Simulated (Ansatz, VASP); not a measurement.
PtSe2 in VASP and in Ansatz

File POSCAR:

```
PtSe2
1.0
    3.7177695729      0.0000000000      0.0000000000
   -1.8588847864      3.2196828955      0.0000000000
    0.0000000000      0.0000000000      5.8156219095
Pt Se
1 2
Direct
    0.0000000000      0.0000000000      0.0000000000
    0.3333333333      0.6666666667      0.2254110361
    0.6666666667      0.3333333333      0.7745889639
```

Contents of INCAR.step1:

```
SYSTEM = PtSe2
ALGO = Normal
EDIFF = 1E-4
ENCUT = 520
GGA = PE
ISMEAR = 0
LASPH = .TRUE.
LCHARG = .FALSE.
LREAL = .FALSE.
LWAVE = .TRUE.
NBANDS = 18
NELM = 80
PREC = Accurate
SIGMA = 0.02
```

INCAR.step2

```
SYSTEM = PtSe2
ALGO = Normal
EDIFF = 1E-7
ENCUT = 520
ISIF = 2
ISMEAR = 0
ISTART = 1
LASPH = .TRUE.
LCHARG = .FALSE.
LMIXTAU = .TRUE.
LREAL = .FALSE.
LWAVE = .FALSE.
METAGGA = R2SCAN
NBANDS = 18
NELM = 80
PREC = Accurate
SIGMA = 0.02
```

The input KPOINTS:

```
k-points
0
G
  12 12 6
  0 0 0
```

Input for Ansatz:

```yaml
crystal:
  lattice:
    - [3.7177695729, 0.0, 0.0]
    - [-1.8588847864, 3.2196828955, 0.0]
    - [0.0, 0.0, 5.8156219095]
  atoms:
    - { symbol: Pt, position: [0.0, 0.0, 0.0] }
    - { symbol: Se, position: [0.3333333333, 0.6666666667, 0.2254110361] }
    - { symbol: Se, position: [0.6666666667, 0.3333333333, 0.7745889639] }
basis:
  ecutwfc: 500
kpoints:
  mp_grid: { grid: [12, 12, 6] }
  band_path:
    path:
      - [[0.0, 0.0, 0.0], [0.5, 0.0, 0.0], [0.33333333, 0.33333333, 0.0], [0.0, 0.0, 0.0], [0.0, 0.0, 0.5], [0.5, 0.0, 0.5], [0.33333333, 0.33333333, 0.5], [0.0, 0.0, 0.5]]
      - [[0.5, 0.0, 0.5], [0.5, 0.0, 0.0]]
      - [[0.33333333, 0.33333333, 0.5], [0.33333333, 0.33333333, 0.0]]
    npoints: 14
hamiltonian:
  xc: r2scan
scf:
  occupations: { method: gaussian, width: 0.02 }
  n_extra_bands: 7
output:
  forces: true
  stress: true
  eigenvalues: true
  populations: true
  dos: { projected: true, de: 0.02, nscf_kmesh: { grid: [18, 18, 9] } }
  bader: true
```

Alike in both runs: task single point; functional r2SCAN; k mesh 12 × 12 × 6; occupations gaussian, width 0.02 eV; no spin polarisation.

|  | VASP | Ansatz |
| --- | --- | --- |
| version | VASP 6.6.1 | Ansatz 0.2.0 |
| potentials or method | VASP PAW PBE potentials, release 64 (Pt, Se), cutoff 520 eV | scalar-relativistic, plane waves, PAW |
| valence electrons in the cell | 22 | 50 |

|  | VASP | Ansatz | Ansatz less VASP |
| --- | --- | --- | --- |
| gap on the k mesh at the Fermi level (eV) | 0.57 | 0.58 | +0.012 |
| least direct gap on the mesh (eV) | 0.94 | 0.95 | +0.012 |
| pressure (GPa) | 0.1 | 0.0 | -0.07 |
| rms of the force components (eV/Å) | 0.005 | 0.000 | -0.0047 |

VASP's potentials were made for PBE, not for r2SCAN. Atom by atom the forces differ by 0.005 eV/Å (rms over components). VASP's potentials hold 22 valence electrons a cell and Ansatz's 50, so a difference there can come from the potentials and not from the codes.

Neither program's run includes spin-orbit coupling.
